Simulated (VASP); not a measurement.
# Si8O17 (a cell with a defect) in VASP: further runs, part 2 of 3

VASP 6.6.1. The steps go on from the part before.

## Step 3: Single point, LDA, collinear spin

INCAR

```
SYSTEM = Si8O17
ALGO = Normal
EDIFF = 1E-6
ENCUT = 520
GGA = CA
ISIF = 2
ISMEAR = -1
ISPIN = 2
LASPH = .True.
LCHARG = .False.
LORBIT = 11
LREAL = Auto
LWAVE = .False.
MAGMOM = 0 0 0 0 0 0 0 0 0 0 0 0 0 0 0 0 0 0 0 0 0 0 0 0 1
NBANDS = 89
NELM = 150
PREC = Accurate
SIGMA = 0.02
```

KPOINTS

```
k-points
0
Gamma
  1 1 1
  0 0 0
```

POSCAR

```
Si8O17
1.0
   -4.9501000000     -4.9501000000      0.0000000000
    4.9501000000     -4.9501000000      0.0000000000
    0.0000000000      0.0000000000      6.8760000000
Si O
8 17
Direct
    0.2932466011      0.4703137310     -0.0209569517
    0.1124320721      0.1918042060      0.2182228040
    0.8956990768      0.4839094160      0.5080570099
    0.0188784065      0.7897921254      0.7522251309
    0.8050847458     -0.0275044949      0.0844677138
    0.5297468738      0.6655421103      0.3210005817
    0.3497202077     -0.0263328014      0.5501018034
    0.6102704996      0.2789236581      0.7797411286
    0.3422557120      0.5371406638      0.1964368819
    0.9782731662      0.3612957314      0.3178446771
    0.8089432537      0.3474778287      0.6776614311
    0.1015029999      0.6281186239      0.8933973240
    0.9647279853      0.6967738025      0.5552501454
    0.6825215652      0.5338983051      0.3958987784
    0.2099553544      0.2556311994      0.0175101803
    0.4711925012      0.4655562514      0.8007271670
    1.0107472576     -0.0076160078      0.2048720186
    0.4132340761      0.7565402719      0.4844677138
    0.2277933779      0.9030928668      0.7253781268
    0.6053312054      0.2641259773      1.0290285049
    0.5260297772      0.0990687057      0.6511925538
    0.2773075291      0.1087452779      0.3825770797
    0.6095533424      0.8535888164      0.2078970332
    0.8450233329      0.8678915577      0.8643833624
    0.8061756328      0.2167733985      0.0853112275
```

Potentials or basis: VASP PAW LDA potentials, release 64 (Si, O).

On the command line:

```console
cat potpaw_LDA.64/Si/POTCAR potpaw_LDA.64/O/POTCAR > POTCAR
mpirun -np 1 vasp_gam > vasp.out
```

OUTCAR:

```text
SYSTEM = Si8O17
   EDIFF = 1E-6
   ENCUT = 520
   GGA = CA
   ISIF = 2
   ISMEAR = -1
   ISPIN = 2
   LASPH = .True.
   LORBIT = 11
   LREAL = Auto
   NELM = 150
   PREC = Accurate

 ion  position               nearest neighbor table
   1  0.293  0.470  0.979-   9 1.60  15 1.63  16 1.75  12 1.84   2 2.85   8 2.93
   2  0.112  0.192  0.218-  17 1.57  15 1.60  10 1.66  22 1.72  25 2.34   5 2.80   1 2.85
   3  0.896  0.484  0.508-  13 1.60  11 1.63  10 1.67  14 1.72   4 2.85   8 3.09   6 3.14
   4  0.019  0.790  0.752-  24 1.54  13 1.55  12 1.60  19 1.67   3 2.85   7 2.99   5 3.02
   5  0.805  0.972  0.084-  17 1.67  24 1.70  25 1.71  23 1.81  20 2.50   2 2.80   4 3.02
   6  0.530  0.666  0.321-  14 1.50  18 1.53  23 1.63   9 1.81   7 2.95   3 3.14
   7  0.350  0.974  0.550-  19 1.56  22 1.57  18 1.65  21 1.67   6 2.95   4 2.99
   8  0.610  0.279  0.780-  11 1.63  16 1.64  21 1.65  20 1.72  25 2.55   1 2.93   3 3.09
   9  0.342  0.537  0.196-   1 1.60   6 1.81
  10  0.978  0.361  0.318-   2 1.66   3 1.67
  11  0.809  0.347  0.678-   3 1.63   8 1.63
  12  0.102  0.628  0.893-   4 1.60   1 1.84
  13  0.965  0.697  0.555-   4 1.55   3 1.60
  14  0.683  0.534  0.396-   6 1.50   3 1.72
  15  0.210  0.256  0.018-   2 1.60   1 1.63
  16  0.471  0.466  0.801-   8 1.64   1 1.75
  17  0.011  0.992  0.205-   2 1.57   5 1.67
  18  0.413  0.757  0.484-   6 1.53   7 1.65
  19  0.228  0.903  0.725-   7 1.56   4 1.67
  20  0.605  0.264  0.029-  25 1.50   8 1.72   5 2.50
  21  0.526  0.099  0.651-   8 1.65   7 1.67
  22  0.277  0.109  0.383-   7 1.57   2 1.72
  23  0.610  0.854  0.208-   6 1.63   5 1.81
  24  0.845  0.868  0.864-   4 1.54   5 1.70
  25  0.806  0.217  0.085-  20 1.50   5 1.71   2 2.34   8 2.55

  LATTYP: Found a simple tetragonal cell.
 ALAT       =     7.0004985551
 C/A-ratio  =     0.9822157588

  Lattice vectors:

 A1 = (  -4.9501000000,  -4.9501000000,   0.0000000000)
 A2 = (   4.9501000000,  -4.9501000000,   0.0000000000)
 A3 = (   0.0000000000,   0.0000000000,   6.8760000000)

[... 300 lines left out ...]
     78       9.1207      0.00000
     79       9.4522      0.00000
 Fermi energy:         1.4026119732

 spin component 2

 k-point     1 :       0.0000    0.0000    0.0000
  band No.  band energies     occupation
      1     -20.4206      1.00000
      2     -19.0148      1.00000
      3     -18.4265      1.00000
      4     -18.2333      1.00000
      5     -17.9095      1.00000
      6     -17.7905      1.00000
[... 71 lines left out ...]
     78       9.1207      0.00000
     79       9.4522      0.00000
 [bands above 79 left out]

------------------------ aborting loop because EDIFF is reached ----------------------------------------

  FORCE on cell =-STRESS in cart. coord.  units (eV):
  Direction    XX          YY          ZZ          XY          YZ          ZX
  --------------------------------------------------------------------------------------
  -------------------------------------------------------------------------------------
  Total       -1.8728875    -15.0665671     -3.8811486     -1.3731307     -1.6802665     -3.1322200
  in kB       -8.9048881    -71.6359597    -18.4534274     -6.5287293     -7.9890462    -14.8925489
  external PRESSURE =     -32.9980917 kB  Pullay stress =       0.0000000 kB

 VOLUME and BASIS-vectors are now :
 -----------------------------------------------------------------------------
  energy-cutoff  :      520.00
  volume of cell :      336.97
      direct lattice vectors                 reciprocal lattice vectors
    -4.950100000 -4.950100000  0.000000000    -0.101008060 -0.101008060  0.000000000
     4.950100000 -4.950100000  0.000000000     0.101008060 -0.101008060  0.000000000
     0.000000000  0.000000000  6.876000000     0.000000000  0.000000000  0.145433392

 POSITION                                       TOTAL-FORCE (eV/Angst)
 -----------------------------------------------------------------------------------
      0.87650     -3.77970      6.73190         2.620343     -1.214729     -2.373048
      0.39290     -1.50600      1.50050        -0.739183     -2.129478      3.488995
     -2.03840     -6.82920      3.49340         1.582131      3.586310     -3.579573
      3.81610     -4.00300      5.17230        -4.606212     -3.731809      1.893286
      0.82870     -8.79920      0.58080        -0.489828      1.780955      1.180224
      0.67220     -5.91680      2.20720         1.942447      2.138506     -3.998304
[... 17 lines left out ...]
      0.11320     -8.47910      5.94350         4.306682      0.017059      3.143464
     -2.91760     -5.06370      0.58660        -0.386653      3.448397     -1.298807
 -----------------------------------------------------------------------------------
    total drift:                               -0.005706     -0.009910     -0.005883

  FREE ENERGIE OF THE ION-ELECTRON SYSTEM (eV)
  ---------------------------------------------------
  free  energy   TOTEN  =      -204.1279157598 eV

  energy  without entropy=     -204.1279157598  energy(sigma->0) =     -204.12791576

 total charge

# of ion       s       p       d       tot
------------------------------------------
    1        0.636   0.892   0.000   1.529
    2        0.650   0.987   0.000   1.637
    3        0.634   0.943   0.000   1.577
    4        0.676   1.086   0.000   1.762
    5        0.633   0.854   0.000   1.487
    6        0.675   1.073   0.000   1.748
[... 17 lines left out ...]
   24        1.542   3.662   0.000   5.204
   25        1.592   3.363   0.000   4.955
--------------------------------------------------
tot         31.518  69.206   0.000 100.723

 magnetization (x)

# of ion       s       p       d       tot
------------------------------------------
    1        0.000  -0.000   0.000  -0.000
    2       -0.000  -0.000   0.000  -0.000
    3       -0.000  -0.000   0.000  -0.000
    4        0.000   0.000   0.000   0.000
    5       -0.000  -0.000   0.000  -0.000
    6       -0.000  -0.000   0.000  -0.000
[... 17 lines left out ...]
   24        0.000   0.000   0.000   0.000
   25        0.000  -0.000   0.000  -0.000
--------------------------------------------------
tot         -0.000   0.000   0.000   0.000
```

OSZICAR:

```text
N       E                     dE             d eps       ncg     rms          rms(c)
DAV:   1     0.113917010248E+04    0.11392E+04   -0.79763E+04   364   0.146E+03
DAV:   2    -0.135043244841E+03   -0.12742E+04   -0.12351E+04   446   0.355E+02
DAV:   3    -0.229614668584E+03   -0.94571E+02   -0.93906E+02   424   0.103E+02
DAV:   4    -0.231299134035E+03   -0.16845E+01   -0.16788E+01   432   0.149E+01
DAV:   5    -0.231330128153E+03   -0.30994E-01   -0.30966E-01   432   0.194E+00    0.414E+01
DAV:   6    -0.204979253724E+03    0.26351E+02   -0.10127E+02   408   0.341E+01    0.204E+01
DAV:   7    -0.204481302695E+03    0.49795E+00   -0.44531E+00   424   0.757E+00    0.755E+00
DAV:   8    -0.204187073079E+03    0.29423E+00   -0.39832E-01   440   0.272E+00    0.336E+00
DAV:   9    -0.204127206922E+03    0.59866E-01   -0.64887E-02   440   0.127E+00    0.126E+00
DAV:  10    -0.204127071914E+03    0.13501E-03   -0.16616E-02   440   0.587E-01    0.457E-01
DAV:  11    -0.204127473416E+03   -0.40150E-03   -0.34487E-03   416   0.289E-01    0.248E-01
DAV:  12    -0.204127774009E+03   -0.30059E-03   -0.84784E-04   416   0.133E-01    0.966E-02
DAV:  13    -0.204127882684E+03   -0.10868E-03   -0.14320E-04   424   0.598E-02    0.262E-02
DAV:  14    -0.204127907850E+03   -0.25165E-04   -0.39642E-05   448   0.300E-02    0.173E-02
DAV:  15    -0.204127913492E+03   -0.56423E-05   -0.86486E-06   432   0.140E-02    0.988E-03
DAV:  16    -0.204127915545E+03   -0.20534E-05   -0.27186E-06   344   0.777E-03    0.474E-03
DAV:  17    -0.204127915760E+03   -0.21450E-06   -0.65935E-07   312   0.399E-03
   1 F= -.20412792E+03 E0= -.20412792E+03  d E =-.215969E-12  mag=     0.0000
```

Wall time 2.6 min (1 thread of AMD EPYC 7R13, shared host); peak memory 0.28 GiB.

What came out:

* Free energy: -204.1279 eV
* Pressure: -3.3 GPa
* Largest force: 6.223 eV/Å
* Band gap on the k mesh: 3.95 eV
* Net moment: 0.00 μB per cell
* Valence electrons inside the program's atomic spheres: Si 1.53, 1.64, 1.58, 1.76, 1.49, 1.75, 1.69, 1.60; O 5.12, 5.15, 5.20, 5.13, 5.26, 5.21, 5.27, 5.22, 4.94, 5.16, 5.19, 5.09, 4.96

Forces on the atoms (eV/Å):
```
Si   2.620 -1.215 -2.373
Si  -0.739 -2.129  3.489
Si   1.582  3.586 -3.580
Si  -4.606 -3.732  1.893
Si  -0.490  1.781  1.180
Si   1.942  2.139 -3.998
Si  -1.868 -1.659 -0.282
Si   1.012  0.473 -0.852
O   -0.656 -3.266  0.518
O   -1.036 -1.881  2.519
O   -0.640 -0.365  0.747
O   -4.669  0.842  1.954
O   -0.608  1.171 -2.253
O   -4.164 -0.767  1.385
O    0.350 -0.088 -0.646
O    2.051  2.015  1.166
O   -0.157  3.706 -1.266
O    2.782 -0.566  2.018
O    3.525  2.213  1.508
O   -1.289 -0.234 -1.347
O    0.172 -0.950  0.955
O    2.003 -0.236 -1.460
O   -1.037 -4.302 -3.121
O    4.307  0.017  3.143
O   -0.387  3.448 -1.299
```

Caveat: the k points lie up to 0.91 Å⁻¹ apart.

(Part 2 of 3 ends here.)
